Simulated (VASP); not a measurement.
Wanted: the native input for a VASP 6.6.1 run.

```yaml
Task: single point
Functional: PBE
Potentials_or_basis: VASP PAW PBE potentials, release 64 (Sn_d, C)
Cutoff: 520 eV
k_mesh: 6 × 6 × 6
Occupations: gaussian, width 0.1 eV
Spin: no spin polarisation
Dipole_correction: no
Further_INCAR_settings: ALGO = Normal; EDIFF = 1e-06; NBANDS = 28
```

The structure of Sn2C3 lies in POSCAR:

```
Sn2C3
1.0
    1.6730773630      0.9659516659      7.7555622555
   -1.6730773630      0.9659516659      7.7555622555
    0.0000000000     -1.9319033318      7.7555622555
Sn C
2 3
Direct
    0.4000000000      0.4000000000      0.4000000000
    0.6000000000      0.6000000000      0.6000000000
    0.0000000000      0.0000000000      0.0000000000
    0.2095000000      0.2095000000      0.2095000000
    0.7905000000      0.7905000000      0.7905000000
```

One way to write it, as run:

INCAR

```
SYSTEM = Sn2C3
  ALGO = Normal
  EDIFF = 1E-6
  ENCUT = 520
  GGA = PE
  ISIF = 2
  ISMEAR = 0
  LASPH = .True.
  LCHARG = .False.
  LREAL = .False.
  LWAVE = .False.
  NBANDS = 28
  NELM = 60
  PREC = Accurate
  SIGMA = 0.1
```

KPOINTS

```
k-points
0
Gamma
  6 6 6
  0 0 0
```

Potentials or basis: VASP PAW PBE potentials, release 64 (Sn_d, C).

Launch:

```sh
$ cat potpaw_PBE.64/Sn_d/POTCAR potpaw_PBE.64/C/POTCAR > POTCAR
$ mpirun -np 1 vasp_std > vasp.out
```

It gave:

The pressure is -6.5 GPa. The largest force is 0.613 eV/Å and the band gap on the k mesh is zero (bands 20 and 21 overlap by 1.66 eV).

Caveat: the k points lie up to 0.36 Å⁻¹ apart, too coarse for converged energies and pressures of a metal; spin-orbit coupling is left out, which moves the levels of the heavy elements.

Wall time 2.3 min on 1 thread of Intel(R) Xeon(R) 6975P-C (Granite Rapids) (shared host), peak memory 0.48 GiB.
